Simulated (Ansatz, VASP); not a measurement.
# Mo in VASP and in Ansatz

```
Mo
1.0
     0.00000    2.89067    2.89067
     2.89067    0.00000    2.89067
     2.89067    2.89067    0.00000
Mo
2
Cartesian
  0.0000 0.0000 0.0000
  1.4453 1.4453 1.4453
```

Change from the starting cell: volume scaled by 1.05.

Alike in both runs: task single point; functional PBE; k mesh 11 × 11 × 11; occupations fermi-dirac, width 0.05 eV; no spin polarisation.

|  | VASP | Ansatz |
| --- | --- | --- |
| version | VASP 6.6.1 | Ansatz 0.2.0 |
| potentials or method | VASP PAW PBE potentials, release 64 (Mo_sv), cutoff 520 eV | all-electron LAPW, scalar-relativistic |

```tsv
	VASP	Ansatz	Ansatz less VASP
pressure (GPa)	-4.4	-4.7	-0.29
```

Ansatz ran all-electron here, and VASP with PAW potentials.
